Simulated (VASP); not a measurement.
Crystal: S.

```xyz
3
Lattice="-2.4694 2.4694 2.3252 2.4694 -2.4694 2.3252 2.4694 2.4694 -2.3252" Properties=species:S:1:pos:R:3 pbc="T T T"
S     0.0000    2.4694    1.1626
S     2.4694    0.0000    1.1626
S     0.0000    0.0000    2.3252
```

The cell was generated, and may not be a known phase.

- Program: VASP 6.6.1
- Task: relaxation of cell and atoms
- Functional: PBE
- Potentials or basis: VASP PAW PBE potentials, release 64 (S)
- Cutoff: 600 eV
- k mesh: 14 × 14 × 14
- Occupations: gaussian, width 0.1 eV
- Spin: no spin polarisation

At the start: pressure -0.1 GPa; volume 18.90 Å³/atom.

How do energy, volume and symmetry change on relaxing?

Over 5 steps the energy falls by 4.1 meV/atom and the volume is 19.08 Å³/atom (+0.9 %); space group I4/mmm (No. 139, to 0.1 Å) before and after.

The path:
```tsv
step	energy change (eV)	largest force (eV/Å)	pressure (GPa)	volume (Å³)
1	0.0000	0.0000	-0.05	56.71
2	-0.0084	0.0000	0.27	56.66
3	-0.0111	0.0000	0.67	56.59
4	-0.0124	0.0000	-0.09	57.34
5	-0.0124	0.0000	0.02	57.23
```

Final structure:
```
S
1.0
    -2.50655    2.50655    2.27727
     2.50655   -2.50655    2.27727
     2.50655    2.50655   -2.27727
S
3
Cartesian
  0.0000 2.5066 1.1386
  2.5066 0.0000 1.1386
  0.0000 0.0000 2.2773
```
